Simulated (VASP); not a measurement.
# HC20 in VASP: further runs

The runs below take HC20 through single point, with PBE+D3(BJ).

Program: VASP 6.6.1. These are calculated values, not measurements. Logs are shortened: lines on timing, memory, paths and dates and some standing lists are left out, and cuts for length are marked.

### Step 1. The cell of the first run

The cell holds a slab with vacuum, 21 atoms: a = 4.929 Å, b = 6.805 Å, c = 22.235 Å, α = 90.00°, β = 90.00°, γ = 90.00°.

### Step 2. Single point, PBE+D3(BJ)

INCAR

```
SYSTEM = HC20
ALGO = Normal ; DIPOL = 0.5 0.5 0.305
EDIFF = 1E-7 ; ENCUT = 520
GGA = PE ; IDIPOL = 3
ISIF = 2 ; ISMEAR = 0
IVDW = 12 ; LASPH = .True.
LCHARG = .False. ; LDIPOL = .True.
LREAL = Auto ; LWAVE = .False.
NBANDS = 56 ; NELM = 80
PREC = Accurate ; SIGMA = 0.1
```

KPOINTS

```
k-points
0
Gamma
  6 4 1
  0 0 0
```

POSCAR

```
HC20
1.0
    4.9292027291      0.0000000000      0.0000000000
    0.0000000000      6.8054113579      0.0000000000
    0.0000000000      0.0000000000     22.2346643469
C H
20 1
Direct
    0.3122885183      0.2500141188      0.1798992752
    0.8122885183      0.2500141188      0.1798992752
    0.0622635010      0.2500141188      0.2119095571
    0.5622635010      0.2500141188      0.2119095571
    0.1871989222      0.7499858812      0.2279080302
    0.6871989222      0.7499858812      0.2279080302
    0.4371739048      0.7499858812      0.2599183120
    0.9371739048      0.7499858812      0.2599183120
    0.0621093260      0.2500141188      0.2759167852
    0.5621093260      0.2500141188      0.2759167852
    0.3120409925      0.2500133946      0.3071026518
    0.8120409925      0.2500133946      0.3071026518
    0.4371093881      0.7499905632      0.3309339292
    0.9371093881      0.7499905632      0.3309339292
    0.1866551682      0.7499900467      0.3565506911
    0.6866551682      0.7499900467      0.3565506911
    0.3119519864      0.2500147752      0.3740490919
    0.8119519864      0.2500147752      0.3740490919
    0.0621664184      0.2500173699      0.4018349100
    0.5621664184      0.2500173699      0.4018349100
    0.2288330851      0.7500173699      0.5502518120
```

Potentials or basis: VASP PAW PBE potentials, release 64 (C, H).

The run is started by

```sh
cat potpaw_PBE.64/C/POTCAR potpaw_PBE.64/H/POTCAR > POTCAR
mpirun -np 1 vasp_std > vasp.out
```

OUTCAR:

```text
SYSTEM = HC20
   EDIFF = 1E-7
   ENCUT = 520
   GGA = PE
   ISIF = 2
   ISMEAR = 0
   IVDW = 12
   LASPH = .True.
   LREAL = Auto
   NELM = 80
   PREC = Accurate
 IVDW          = 12

 ion  position               nearest neighbor table
   1  0.312  0.250  0.180-   4 1.42   3 1.42
   2  0.812  0.250  0.180-   3 1.42   4 1.42
   3  0.062  0.250  0.212-   2 1.42   9 1.42   1 1.42
   4  0.562  0.250  0.212-   1 1.42  10 1.42   2 1.42
   5  0.187  0.750  0.228-   7 1.42   8 1.42
   6  0.687  0.750  0.228-   8 1.42   7 1.42
   7  0.437  0.750  0.260-   5 1.42   6 1.42  13 1.58
   8  0.937  0.750  0.260-   6 1.42   5 1.42  14 1.58
   9  0.062  0.250  0.276-  11 1.41  12 1.41   3 1.42
  10  0.562  0.250  0.276-  12 1.41  11 1.41   4 1.42
  11  0.312  0.250  0.307-   9 1.41  10 1.41  17 1.49
  12  0.812  0.250  0.307-  10 1.41   9 1.41  18 1.49
  13  0.437  0.750  0.331-  16 1.36  15 1.36   7 1.58
  14  0.937  0.750  0.331-  15 1.36  16 1.36   8 1.58
  15  0.187  0.750  0.357-  14 1.36  13 1.36
  16  0.687  0.750  0.357-  13 1.36  14 1.36
  17  0.312  0.250  0.374-  19 1.38  20 1.38  11 1.49
  18  0.812  0.250  0.374-  20 1.38  19 1.38  12 1.49
  19  0.062  0.250  0.402-  17 1.38  18 1.38
  20  0.562  0.250  0.402-  18 1.38  17 1.38
  21  0.229  0.750  0.550-

  LATTYP: Found a simple orthorhombic cell.
 ALAT       =     4.9292027291
 B/A-ratio  =     1.3806312566
 C/A-ratio  =     4.5108033832

  Lattice vectors:

 A1 = (   4.9292027291,   0.0000000000,   0.0000000000)
 A2 = (   0.0000000000,   6.8054113579,   0.0000000000)
 A3 = (   0.0000000000,   0.0000000000,  22.2346643469)

Analysis of symmetry for initial positions (statically):
=====================================================================
 Subroutine PRICEL returns:
 Original cell was already a primitive cell.

 Routine SETGRP: Setting up the symmetry group for a
 simple orthorhombic supercell.

 Subroutine GETGRP returns: Found  1 space group operations
 (whereof  1 operations were pure point group operations)
 out of a pool of  8 trial point group operations.

The static configuration has the point symmetry C_1 .

Analysis of symmetry for dynamics (positions and initial velocities):
=====================================================================
 Subroutine PRICEL returns:
 Original cell was already a primitive cell.

 Routine SETGRP: Setting up the symmetry group for a
 simple orthorhombic supercell.

 Subroutine GETGRP returns: Found  1 space group operations
 (whereof  1 operations were pure point group operations)
 out of a pool of  8 trial point group operations.

The dynamic configuration has the point symmetry C_1 .

 Subroutine INISYM returns: Found  1 space group operations
 (whereof  1 operations are pure point group operations),
 and found     1 'primitive' translations

----------------------------------------------------------------------------------------

                                     Primitive cell

  volume of cell :     745.8674

  direct lattice vectors                    reciprocal lattice vectors
     4.929202729  0.000000000  0.000000000     0.202872565  0.000000000  0.000000000
     0.000000000  6.805411358  0.000000000     0.000000000  0.146941889  0.000000000
     0.000000000  0.000000000 22.234664347     0.000000000  0.000000000  0.044974819

  length of vectors
     4.929202729  6.805411358 22.234664347     0.202872565  0.146941889  0.044974819

  position of ions in fractional coordinates (direct lattice)
     0.312288518  0.250014119  0.179899275
     0.812288518  0.250014119  0.179899275
     0.062263501  0.250014119  0.211909557
     0.562263501  0.250014119  0.211909557
     0.187198922  0.749985881  0.227908030
     0.687198922  0.749985881  0.227908030
[... 13 lines left out ...]
     0.562166418  0.250017370  0.401834910
     0.228833085  0.750017370  0.550251812

  ion indices of the primitive-cell ions
   primitive index   ion index
                 1           1
                 2           2
                 3           3
                 4           4
                 5           5
                 6           6
[... 13 lines left out ...]
                20          20
                21          21

----------------------------------------------------------------------------------------

 KPOINTS: k-points

Automatic generation of k-mesh.
 Grid dimensions read from file:
 generate k-points for:    6    4    1

 Generating k-lattice:

  Cartesian coordinates                     Fractional coordinates (reciprocal lattice)
     0.033812094  0.000000000  0.000000000     0.166666667  0.000000000  0.000000000
     0.000000000  0.036735472  0.000000000     0.000000000  0.250000000  0.000000000
     0.000000000  0.000000000  0.044974819     0.000000000  0.000000000  1.000000000

  Length of vectors
     0.033812094  0.036735472  0.044974819

  Shift w.r.t. Gamma in fractional coordinates (k-lattice)
     0.000000000  0.000000000  0.000000000

 Subroutine IBZKPT returns following result:
 ===========================================

 Found     14 irreducible k-points:

 Following reciprocal coordinates:
            Coordinates               Weight
  0.000000  0.000000  0.000000      1.000000
  0.166667  0.000000  0.000000      2.000000
  0.333333  0.000000  0.000000      2.000000
  0.500000  0.000000  0.000000      1.000000
  0.000000  0.250000  0.000000      2.000000
  0.166667  0.250000  0.000000      2.000000
  0.166667 -0.250000  0.000000      2.000000
  0.333333  0.250000  0.000000      2.000000
  0.333333 -0.250000  0.000000      2.000000
  0.500000  0.250000  0.000000      2.000000
  0.000000  0.500000  0.000000      1.000000
  0.166667  0.500000  0.000000      2.000000
  0.333333  0.500000  0.000000      2.000000
  0.500000  0.500000  0.000000      1.000000
   k-points           NKPTS =     14   k-points in BZ     NKDIM =     14   number of bands    NBANDS=     56
   number of dos      NEDOS =    301   number of ions     NIONS =     21
   total plane-waves  NPLWV = 362880
   dimension x,y,z NGX =    40 NGY =   54 NGZ =  168
   dimension x,y,z NGXF=    80 NGYF=  108 NGZF=  336
   ions per type =              20   1
   NGX,Y,Z   is equivalent  to a cutoff of  13.49, 13.19, 12.56 a.u.
   NGXF,Y,Z  is equivalent  to a cutoff of  26.98, 26.38, 25.12 a.u.
 SYSTEM =  HC20
   PREC   = accura    normal or accurate (medium, high low for compatibility)
   ISTART =      0    job   : 0-new  1-cont  2-samecut
   ICHARG =      2    charge: 1-file 2-atom 10-const
   ISPIN  =      1    spin polarized calculation?
   LNONCOLLINEAR =      F non collinear calculations
   LSORBIT =      F    spin-orbit coupling
   LASPH  =      T    aspherical Exc in radial PAW
   ENCUT  =  520.0 eV  38.22 Ry    6.18 a.u.   9.17 12.65 41.34*2*pi/ulx,y,z
   NELM   =     80;   NELMIN=  2; NELMDL= -5     # of ELM steps
   EDIFF  = 0.1E-06   stopping-criterion for ELM
   LREAL  =      T    real-space projection
   EDIFFG = 0.1E-05   stopping-criterion for IOM
   NSW    =      0    number of steps for IOM
   IBRION =     -1    ionic relax: 0-MD 1-quasi-New 2-CG
   NFREE  =      0    steps in history (QN), initial steepest desc. (CG)
   ISIF   =      2    stress and relaxation
   ISYM   =      2    0-nonsym 1-usesym 2-fastsym
   POTIM  = 0.5000    time-step for ionic-motion
   TEBEG  =    0.0;   TEEND  =   0.0 temperature during run
   PSTRESS=    0.0 pullay stress
   NELECT =      81.0000    total number of electrons
   NUPDOWN=      -1.0000    fix difference up-down
   EMIN   =  10.00;   EMAX   =-10.00  energy-range for DOS
   EFERMI =   0.00;   METHOD = LEGACY
   ISMEAR =     0;   SIGMA  =   0.10  broadening in eV -4-tet -1-fermi 0-gaus
   EFERMI_NEDOS =   21; number of points for ismear=-14 and -15
   IALGO  =     38    algorithm
   IMIX   =      4    mixing-type and parameters
     AMIX     =   0.40;   BMIX     =  1.00
     AMIX_MAG =   1.60;   BMIX_MAG =  1.00
  volume/ion in A,a.u.               =      35.52       239.68
  Fermi-wavevector in a.u.,A,eV,Ry     =   0.781057  1.475983  8.300231  0.610050
  Thomas-Fermi vector in A             =   1.884496
   LORBIT       =      0    0 simple, 1 ext, 2 COOP (PROOUT), +10 PAW based schemes
   GGA     = PE    functional components
   LHFCALC =     F    Hartree Fock is set to
   AEXX    =    0.0000 exact exchange contribution
   IVDW    =    12    specifies the selected vdW correction
   LEPSILON=     F    determine dielectric tensor
   LRPA    =     F    only Hartree local field effects (RPA)
 non-spin polarized calculation
 Gauss-broadening in eV      SIGMA  =   0.10
  energy-cutoff  :      520.00
  volume of cell :      745.87
 maximum number of plane-waves:     20120
 NGX is ok and might be reduce to    40
   NGX = 19   NGY = 25   NGZ = 83

 dipolmoment           0.000000      0.000000      0.385940 electrons x Angstroem

 number of electron      81.0000009 magnetization

 dipolmoment           0.000000      0.000000     -0.048927 electrons x Angstroem

 Free energy of the ion-electron system (eV)
  ---------------------------------------------------
  ext. energy  EPLUGINS =         0.00000000
  ---------------------------------------------------
  free energy    TOTEN  =      -160.29894852 eV

  energy without entropy =     -160.15885303  energy(sigma->0) =     -160.22890077

 E-fermi :  -4.0163     XC(G=0):  -3.5275

 val. band max:       -4.0410524264   @ k =   0.1667   0.0000   0.0000
 cond. band min:      -3.9971672357   @ k =   0.1667   0.2500   0.0000
 fundamental gap:      0.0438851907
 Fermi energy:        -4.0162653436

 k-point     1 :       0.0000    0.0000    0.0000
  band No.  band energies     occupation
      1     -22.6825      2.00000
      2     -21.6875      2.00000
      3     -20.9762      2.00000
      4     -19.0877      2.00000
      5     -18.6215      2.00000
      6     -18.5037      2.00000
[... 44 lines left out ...]
     51      -0.0124      0.00000
     52       1.2831      0.00000
[... 713 lines left out ...]
     51       1.6777      0.00000
     52       2.7893      0.00000
 [bands above 52 left out]

------------------------ aborting loop because EDIFF is reached ----------------------------------------

 vacuum level on the upper side and lower side of the slab       (xc-potential included)        -0.135         0.123

 Edisp (eV)   -2.15697

 E8    (eV) :    -0.6451

  FORCE on cell =-STRESS in cart. coord.  units (eV):
  Direction    XX          YY          ZZ          XY          YZ          ZX
  --------------------------------------------------------------------------------------
  -------------------------------------------------------------------------------------
  Total      -1.50831    -0.40766    -2.96386    -0.00056     0.00082    -0.02397
  in kB      -3.23996    -0.87569    -6.36658    -0.00120     0.00177    -0.05149
  external pressure =       -3.49 kB  Pullay stress =        0.00 kB

 VOLUME and BASIS-vectors are now :
 -----------------------------------------------------------------------------
  energy-cutoff  :      520.00
  volume of cell :      745.87
      direct lattice vectors                 reciprocal lattice vectors
     4.929202729  0.000000000  0.000000000     0.202872565  0.000000000  0.000000000
     0.000000000  6.805411358  0.000000000     0.000000000  0.146941889  0.000000000
     0.000000000  0.000000000 22.234664347     0.000000000  0.000000000  0.044974819

 POSITION                                       TOTAL-FORCE (eV/Angst)
 -----------------------------------------------------------------------------------
      1.53933      1.70145      4.00000        -0.045944      0.000174      1.852775
      4.00393      1.70145      4.00000        -0.051635      0.000177      1.848496
      0.30691      1.70145      4.71174         0.045844      0.000119     -3.393391
      2.77151      1.70145      4.71174         0.041470      0.000118     -3.384232
      0.92274      5.10396      5.06746         0.061173     -0.000200      3.215495
      3.38734      5.10396      5.06746         0.063309     -0.000200      3.203715
[... 13 lines left out ...]
      2.77103      1.70147      8.93466        -0.005673     -0.000447      0.029258
      1.12796      5.10418     12.23466        -0.001116      0.000000     -0.066149
 -----------------------------------------------------------------------------------
    total drift:                               -0.020784     -0.000006      0.008350

  FREE ENERGIE OF THE ION-ELECTRON SYSTEM (eV)
  ---------------------------------------------------
  free  energy   TOTEN  =      -162.4559220807 eV

  energy  without entropy=     -162.3158265965  energy(sigma->0) =     -162.38587434

 vacuum level on the upper side and lower side of the slab         2.455         2.746
```

Wall time 19 min (1 thread of Intel Xeon Platinum 8488C (Sapphire Rapids), shared host); peak memory 0.89 GiB.

Results:

```yaml
Free_energy: -162.4559 eV
Largest_force: 3.394 eV/Å
Band_gap_on_the_k_mesh: zero (an odd number of electrons rules out a gap without spin polarisation)
Dispersion_energy_per_atom: -0.103 eV
```

Forces in eV/Å, atoms in the order of the input:
```
C   -0.046  0.000  1.853
C   -0.052  0.000  1.848
C    0.046  0.000 -3.393
C    0.041  0.000 -3.384
C    0.061  0.000  3.215
C    0.063  0.000  3.204
C   -0.049  0.000 -3.196
C   -0.075  0.000 -3.201
C    0.004  0.000  1.480
C    0.000  0.000  1.479
C    0.000  0.000  0.031
C   -0.001  0.000  0.027
C    0.013  0.000  0.016
C   -0.009  0.000  0.021
C    0.000  0.000  0.037
C   -0.001  0.000 -0.021
C    0.003  0.000 -0.014
C   -0.001  0.000 -0.007
C    0.009  0.000  0.043
C   -0.006  0.000  0.029
H   -0.001  0.000 -0.066
```

Caveat: an odd number of electrons without spin polarisation forces a metal; a magnetic or distorted state may lie lower.

### Step 3. Single point, PBE+D3(BJ)

INCAR: that of step 2 with these lines changed.

```diff
@@ -1,3 +1,3 @@
 SYSTEM = HC20
-ALGO = Normal ; DIPOL = 0.5 0.5 0.305
+ALGO = Fast ; DIPOL = 0.5 0.5 0.305
 EDIFF = 1E-7 ; ENCUT = 520
```

KPOINTS is that of step 2.

POSCAR is that of step 2.

Potentials or basis: VASP PAW PBE potentials, release 64 (C, H).

The run is started by

```sh
cat potpaw_PBE.64/C/POTCAR potpaw_PBE.64/H/POTCAR > POTCAR
mpirun -np 1 vasp_std > vasp.out
```

OUTCAR:

```text
SYSTEM = HC20
   EDIFF = 1E-7
   ENCUT = 520
   GGA = PE
   ISIF = 2
   ISMEAR = 0
   IVDW = 12
   LASPH = .True.
   LREAL = Auto
   NELM = 80
   PREC = Accurate
 IVDW          = 12

 ion  position               nearest neighbor table
   1  0.312  0.250  0.180-   4 1.42   3 1.42
   2  0.812  0.250  0.180-   3 1.42   4 1.42
   3  0.062  0.250  0.212-   2 1.42   9 1.42   1 1.42
   4  0.562  0.250  0.212-   1 1.42  10 1.42   2 1.42
   5  0.187  0.750  0.228-   7 1.42   8 1.42
   6  0.687  0.750  0.228-   8 1.42   7 1.42
   7  0.437  0.750  0.260-   5 1.42   6 1.42  13 1.58
   8  0.937  0.750  0.260-   6 1.42   5 1.42  14 1.58
   9  0.062  0.250  0.276-  11 1.41  12 1.41   3 1.42
  10  0.562  0.250  0.276-  12 1.41  11 1.41   4 1.42
  11  0.312  0.250  0.307-   9 1.41  10 1.41  17 1.49
  12  0.812  0.250  0.307-  10 1.41   9 1.41  18 1.49
  13  0.437  0.750  0.331-  16 1.36  15 1.36   7 1.58
  14  0.937  0.750  0.331-  15 1.36  16 1.36   8 1.58
  15  0.187  0.750  0.357-  14 1.36  13 1.36
  16  0.687  0.750  0.357-  13 1.36  14 1.36
  17  0.312  0.250  0.374-  19 1.38  20 1.38  11 1.49
[... 235 lines left out ...]
      4     -19.0877      2.00000
      5     -18.6215      2.00000
      6     -18.5037      2.00000
[... 759 lines left out ...]
     51       1.6777      0.00000
     52       2.7893      0.00000
 [bands above 52 left out]

------------------------ aborting loop because EDIFF is reached ----------------------------------------

 vacuum level on the upper side and lower side of the slab       (xc-potential included)        -0.200         0.065

 Edisp (eV)   -2.15697

 E8    (eV) :    -0.6451

  FORCE on cell =-STRESS in cart. coord.  units (eV):
  Direction    XX          YY          ZZ          XY          YZ          ZX
  --------------------------------------------------------------------------------------
  -------------------------------------------------------------------------------------
  Total      -1.50759    -0.41092    -2.97006    -0.00056     0.00082    -0.02391
  in kB      -3.23841    -0.88269    -6.37989    -0.00120     0.00176    -0.05136
  external pressure =       -3.50 kB  Pullay stress =        0.00 kB

 VOLUME and BASIS-vectors are now :
 -----------------------------------------------------------------------------
  energy-cutoff  :      520.00
  volume of cell :      745.87
      direct lattice vectors                 reciprocal lattice vectors
     4.929202729  0.000000000  0.000000000     0.202872565  0.000000000  0.000000000
     0.000000000  6.805411358  0.000000000     0.000000000  0.146941889  0.000000000
     0.000000000  0.000000000 22.234664347     0.000000000  0.000000000  0.044974819

 POSITION                                       TOTAL-FORCE (eV/Angst)
 -----------------------------------------------------------------------------------
      1.53933      1.70145      4.00000        -0.045942      0.000174      1.852830
      4.00393      1.70145      4.00000        -0.051638      0.000177      1.848549
      0.30691      1.70145      4.71174         0.045839      0.000119     -3.393417
      2.77151      1.70145      4.71174         0.041476      0.000118     -3.384260
      0.92274      5.10396      5.06746         0.061153     -0.000200      3.215443
      3.38734      5.10396      5.06746         0.063289     -0.000200      3.203667
[... 13 lines left out ...]
      2.77103      1.70147      8.93466        -0.005669     -0.000447      0.029170
      1.12796      5.10418     12.23466        -0.001115      0.000000     -0.066147
 -----------------------------------------------------------------------------------
    total drift:                               -0.020784     -0.000005      0.008105

  FREE ENERGIE OF THE ION-ELECTRON SYSTEM (eV)
  ---------------------------------------------------
  free  energy   TOTEN  =      -162.4559222403 eV

  energy  without entropy=     -162.3158290922  energy(sigma->0) =     -162.38587567

 vacuum level on the upper side and lower side of the slab         2.420         2.695
```

Wall time 51 min (1 thread of Oxide Virtual Turin-like, shared host); peak memory 0.88 GiB.

What came out:

```
Free energy                : -162.4559 eV
Largest force              : 3.394 eV/Å
Band gap on the k mesh     : zero (an odd number of electrons rules out a gap without spin polarisation)
Dispersion energy per atom : -0.103 eV
```

Forces on the atoms (eV/Å):
```
C   -0.046  0.000  1.853
C   -0.052  0.000  1.849
C    0.046  0.000 -3.393
C    0.041  0.000 -3.384
C    0.061  0.000  3.215
C    0.063  0.000  3.204
C   -0.049  0.000 -3.196
C   -0.075  0.000 -3.201
C    0.004  0.000  1.480
C    0.000  0.000  1.479
C    0.000  0.000  0.031
C   -0.001  0.000  0.027
C    0.013  0.000  0.016
C   -0.009  0.000  0.021
C    0.000  0.000  0.037
C   -0.001  0.000 -0.021
C    0.003  0.000 -0.014
C   -0.001  0.000 -0.007
C    0.009  0.000  0.043
C   -0.006  0.000  0.029
H   -0.001  0.000 -0.066
```

Levels at points of the mesh, in eV from the Fermi level:
| k point | band 38 | band 39 | band 40 | band 41 | band 42 | band 43 |
| --- | --- | --- | --- | --- | --- | --- |
| (0.00, 0.00, 0.00) | -0.30 | -0.29 | -0.05 | 0.18 | 0.21 | 0.64 |
| (0.50, 0.00, 0.00) | -0.80 | -0.08 | -0.06 | 0.03 | 0.07 | 0.11 |
| (0.00, 0.50, 0.00) | -0.30 | -0.28 | -0.05 | 0.11 | 0.26 | 0.65 |
| (0.50, 0.50, 0.00) | -0.74 | -0.04 | -0.04 | 0.05 | 0.06 | 0.06 |

Caveat: an odd number of electrons without spin polarisation forces a metal; a magnetic or distorted state may lie lower.

The gap in the log of VASP goes by the Fermi energy; the results here count the filled bands.